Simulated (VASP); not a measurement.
# Rh (Cmce) in VASP: single point with PBE

Aim: the single point of Rh with PBE.

Everything below comes from runs of VASP 6.6.1. Logs are shortened: lines on timing, memory, paths and dates and some standing lists are left out, and cuts for length are marked.

**1. The cell of the first run**

Symmetry: Cmce, No. 64, orthorhombic system. Conventional cell: a = 4.091 Å, b = 6.933 Å, c = 4.096 Å, α = 90.00°, β = 90.00°, γ = 90.00°. Rh (site symmetry m) has 7 Rh at 2.21 to 2.53 Å within 2.9 Å.

**2. Single point, PBE**

File INCAR:

```
  PREC = Accurate
  ENCUT = 520
  EDIFF = 1E-6
  ISMEAR = 0
  SIGMA = 0.1
  LREAL = F
  LASPH = T
  NELM = 100
  ALGO = Normal
  ISIF = 2
  LWAVE = F
  LCHARG = F
  GGA = PE
  NBANDS = 38
```

File KPOINTS:

```
regular mesh
0
Gamma
  6 6 4
```

File POSCAR:

```
Rh
1.0
    2.0453516453     -3.4664917326      0.0000000000
    2.0453516453      3.4664917326      0.0000000000
    0.0000000000      0.0000000000      4.0961446234
Rh
4
Direct
    0.1525000000      0.8475000000      0.0785000000
    0.6525000000      0.3475000000      0.4215000000
    0.8475000000      0.1525000000      0.9215000000
    0.3475000000      0.6525000000      0.5785000000
```

Potentials or basis: VASP PAW PBE potentials, release 64 (Rh_pv).

On the command line:

```sh
$ cat potpaw_PBE.64/Rh_pv/POTCAR > POTCAR
$ mpirun -np 1 vasp_std > vasp.out
```

OUTCAR:

```text
PREC = Accurate
   ENCUT = 520
   EDIFF = 1E-6
   ISMEAR = 0
   LREAL = F
   LASPH = T
   NELM = 100
   ISIF = 2
   GGA = PE

 ion  position               nearest neighbor table
   1  0.153  0.847  0.078-   3 2.21   4 2.45   4 2.45   2 2.48   2 2.48   3 2.53   3 2.53
   2  0.653  0.347  0.422-   4 2.21   3 2.45   3 2.45   1 2.48   1 2.48   4 2.53   4 2.53
   3  0.847  0.153  0.922-   1 2.21   2 2.45   2 2.45   4 2.48   4 2.48   1 2.53   1 2.53
   4  0.347  0.653  0.578-   2 2.21   1 2.45   1 2.45   3 2.48   3 2.48   2 2.53   2 2.53

  LATTYP: Found a base centered orthorhombic cell.
 ALAT       =     4.0907032906
 B/A-ratio  =     1.6948145521
 C/A-ratio  =     1.0013301705

  Lattice vectors:

 A1 = (   2.0453516453,  -3.4664917326,   0.0000000000)
 A2 = (   2.0453516453,   3.4664917326,   0.0000000000)
 A3 = (   0.0000000000,   0.0000000000,   4.0961446234)

Analysis of symmetry for initial positions (statically):
=====================================================================
 Subroutine PRICEL returns:
 Original cell was already a primitive cell.

 Routine SETGRP: Setting up the symmetry group for a
 base centered orthorhombic supercell.

 Subroutine GETGRP returns: Found  8 space group operations
 (whereof  4 operations were pure point group operations)
 out of a pool of  8 trial point group operations.

The static configuration has the point symmetry C_2h.
 The point group associated with its full space group is D_2h.

Analysis of symmetry for dynamics (positions and initial velocities):
=====================================================================
 Subroutine PRICEL returns:
 Original cell was already a primitive cell.

 Routine SETGRP: Setting up the symmetry group for a
 base centered orthorhombic supercell.

 Subroutine GETGRP returns: Found  8 space group operations
 (whereof  4 operations were pure point group operations)
 out of a pool of  8 trial point group operations.

The dynamic configuration has the point symmetry C_2h.
 The point group associated with its full space group is D_2h.

 Subroutine INISYM returns: Found  8 space group operations
 (whereof  4 operations are pure point group operations),
 and found     1 'primitive' translations

----------------------------------------------------------------------------------------

                                     Primitive cell

  volume of cell :      58.0849
[... 80 lines left out ...]
   ions per type =               4
   NGX,Y,Z   is equivalent  to a cutoff of  12.39, 12.39, 12.18 a.u.
   NGXF,Y,Z  is equivalent  to a cutoff of  24.78, 24.78, 24.35 a.u.
 SYSTEM =  unknown system
   PREC   = accura    normal or accurate (medium, high low for compatibility)
   ISTART =      0    job   : 0-new  1-cont  2-samecut
   ICHARG =      2    charge: 1-file 2-atom 10-const
   ISPIN  =      1    spin polarized calculation?
   LNONCOLLINEAR =      F non collinear calculations
   LSORBIT =      F    spin-orbit coupling
   LASPH  =      T    aspherical Exc in radial PAW
   ENCUT  =  520.0 eV  38.22 Ry    6.18 a.u.   7.48  7.48  7.62*2*pi/ulx,y,z
   NELM   =    100;   NELMIN=  2; NELMDL= -5     # of ELM steps
   EDIFF  = 0.1E-05   stopping-criterion for ELM
   LREAL  =      F    real-space projection
[... 7 lines left out ...]
   TEBEG  =    0.0;   TEEND  =   0.0 temperature during run
   PSTRESS=    0.0 pullay stress
   NELECT =      60.0000    total number of electrons
   NUPDOWN=      -1.0000    fix difference up-down
   EMIN   =  10.00;   EMAX   =-10.00  energy-range for DOS
   EFERMI =   0.00;   METHOD = LEGACY
   ISMEAR =     0;   SIGMA  =   0.10  broadening in eV -4-tet -1-fermi 0-gaus
   EFERMI_NEDOS =   21; number of points for ismear=-14 and -15
   IALGO  =     38    algorithm
   IMIX   =      4    mixing-type and parameters
     AMIX     =   0.40;   BMIX     =  1.00
     AMIX_MAG =   1.60;   BMIX_MAG =  1.00
  volume/ion in A,a.u.               =      14.52        97.99
  Fermi-wavevector in a.u.,A,eV,Ry     =   1.654896  3.127300 37.262025  2.738682
  Thomas-Fermi vector in A             =   2.743085
   LORBIT       =      0    0 simple, 1 ext, 2 COOP (PROOUT), +10 PAW based schemes
   GGA     = PE    functional components
   LHFCALC =     F    Hartree Fock is set to
   AEXX    =    0.0000 exact exchange contribution
   IVDW    =     0    specifies the selected vdW correction
   LEPSILON=     F    determine dielectric tensor
   LRPA    =     F    only Hartree local field effects (RPA)
 non-spin polarized calculation
 Gauss-broadening in eV      SIGMA  =   0.10
  energy-cutoff  :      520.00
  volume of cell :       58.08
 maximum number of plane-waves:      1581
 NGX is ok and might be reduce to    30
   NGX = 15   NGY = 15   NGZ = 15

 number of electron      59.9999987 magnetization

 Free energy of the ion-electron system (eV)
  ---------------------------------------------------
  ext. energy  EPLUGINS =         0.00000000
  ---------------------------------------------------
  free energy    TOTEN  =       -25.44230955 eV

  energy without entropy =      -25.42427100  energy(sigma->0) =      -25.43329028

 E-fermi :  11.2727     XC(G=0): -13.4616

 val. band max:       11.2638053324   @ k =   0.5000   0.5000   0.0000
 cond. band min:      11.2968801879   @ k =   0.1667  -0.0000   0.0000
 fundamental gap:      0.0330748555
 Fermi energy:        11.2727472745

 k-point     1 :       0.0000    0.0000    0.0000
  band No.  band energies     occupation
      1     -36.6463      2.00000
      2     -36.3959      2.00000
      3     -36.1758      2.00000
      4     -36.1576      2.00000
      5     -35.7991      2.00000
      6     -35.7871      2.00000
[... 973 lines left out ...]
     37      18.3720      0.00000
     38      19.9945      0.00000

 [... further k-points ...]
[... 5 lines left out ...]
  --------------------------------------------------------------------------------------
  -------------------------------------------------------------------------------------
  Total       11.2460261     19.3541790     15.9337565      0.0000000     -0.0000000      0.0000000
  in kB      310.2031748    533.8532674    439.5065253      0.0000000     -0.0000000      0.0000000
  external PRESSURE =     427.8543225 kB  Pullay stress =       0.0000000 kB

 VOLUME and BASIS-vectors are now :
 -----------------------------------------------------------------------------
  energy-cutoff  :      520.00
  volume of cell :       58.08
      direct lattice vectors                 reciprocal lattice vectors
     2.045351645 -3.466491733  0.000000000     0.244456742 -0.144238048  0.000000000
     2.045351645  3.466491733  0.000000000     0.244456742  0.144238048  0.000000000
     0.000000000  0.000000000  4.096144623     0.000000000  0.000000000  0.244132005

 POSITION                                       TOTAL-FORCE (eV/Angst)
 -----------------------------------------------------------------------------------
      2.04535      2.40921      0.32155         0.000000     -0.673240     -0.399300
      2.04535     -1.05728      1.72652         0.000000     -0.673240      0.399300
      2.04535     -2.40921      3.77460         0.000000      0.673240      0.399300
      2.04535      1.05728      2.36962         0.000000      0.673240     -0.399300
 -----------------------------------------------------------------------------------
    total drift:                               -0.000000     -0.000000      0.000000

  FREE ENERGIE OF THE ION-ELECTRON SYSTEM (eV)
  ---------------------------------------------------
  free  energy   TOTEN  =       -25.4423095496 eV

  energy  without entropy=      -25.4242710050  energy(sigma->0) =      -25.43329028
```

OSZICAR:

```text
N       E                     dE             d eps       ncg     rms          rms(c)
DAV:   1     0.786738723061E+03    0.78674E+03   -0.37453E+04  2964   0.183E+03
DAV:   2    -0.176425098493E+01   -0.78850E+03   -0.76620E+03  3120   0.576E+02
DAV:   3    -0.264700225317E+02   -0.24706E+02   -0.24069E+02  3192   0.112E+02
DAV:   4    -0.267184308355E+02   -0.24841E+00   -0.24825E+00  3122   0.112E+01
DAV:   5    -0.267225597616E+02   -0.41289E-02   -0.41289E-02  3168   0.147E+00    0.244E+01
DAV:   6    -0.255305654433E+02    0.11920E+01   -0.34572E+00  3072   0.142E+01    0.109E+01
DAV:   7    -0.254539558517E+02    0.76610E-01   -0.13977E-01  3078   0.254E+00    0.401E+00
DAV:   8    -0.254425129462E+02    0.11443E-01   -0.20869E-02  3060   0.115E+00    0.196E-01
DAV:   9    -0.254422860128E+02    0.22693E-03   -0.10753E-03  3072   0.258E-01    0.827E-02
DAV:  10    -0.254423179805E+02   -0.31968E-04   -0.91246E-05  3122   0.710E-02    0.269E-02
DAV:  11    -0.254423105278E+02    0.74527E-05   -0.57247E-06  3096   0.257E-02    0.315E-03
DAV:  12    -0.254423095132E+02    0.10146E-05   -0.38021E-07  1572   0.581E-03    0.705E-04
DAV:  13    -0.254423095496E+02   -0.36434E-07   -0.61167E-08  1536   0.210E-03
   1 F= -.25442310E+02 E0= -.25433290E+02  d E =-.180385E-01
```

stdout:

```text
POSCAR found type information on POSCAR Rh
 POSCAR found :  1 types and       4 ions
 scaLAPACK will be used
 LDA part: xc-table for (Slater+PW92), standard interpolation
 POSCAR, INCAR and KPOINTS ok, starting setup
 FFT: planning ... GRIDC
 FFT: planning ... GRID_SOFT
 FFT: planning ... GRID
 WAVECAR not read
 entering main loop
```

Run time: 36 s. Hardware: 1 thread of AMD EPYC 9R45 (Zen 5), shared host; peak memory 0.17 GiB.

Results:

| Quantity | Value |
| --- | --- |
| Free energy | -25.4423 eV |
| Pressure | 42.8 GPa |
| Largest force | 0.783 eV/Å |
| Band gap on the k mesh | zero (bands 30 and 31 overlap by 0.33 eV) |

Forces on the atoms (eV/Å):
```
Rh   0.000 -0.673 -0.399
Rh   0.000 -0.673  0.399
Rh   0.000  0.673  0.399
Rh   0.000  0.673 -0.399
```

Caveat: the k points lie up to 0.38 Å⁻¹ apart.

The gap in the log of VASP goes by the Fermi energy; the results here count the filled bands.